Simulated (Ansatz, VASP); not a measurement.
Two plane-wave programs on ZnS

```
Zn S
1.0
     0.00000    2.51302    2.51302
     2.51302    0.00000    2.51302
     2.51302    2.51302    0.00000
Zn S
1 1
Cartesian
  0.0000 0.0000 0.0000
  2.5130 2.5130 2.5130
```

Alike in both runs: task single point; functional LDA; k mesh 14 × 14 × 14; occupations gaussian, width 0.05 eV; no spin polarisation.

```csv
,VASP,Ansatz
version,VASP 6.6.1,Ansatz 0.2.0
potentials or method,"VASP PAW LDA potentials, release 64 (Zn, S), cutoff 500 eV","scalar-relativistic, plane waves, PAW"
valence electrons in the cell,18,18
```

|  | VASP | Ansatz | Ansatz less VASP |
| --- | --- | --- | --- |
| gap on the k mesh at the Fermi level (eV) | none | none | - |
| pressure (GPa) | -3.3 | -3.6 | -0.32 |

LDA's correlation is that of Perdew and Zunger in VASP and of Perdew and Wang (1992) in Ansatz. A gap of «none» marks a metal or a gap that the smearing closes.
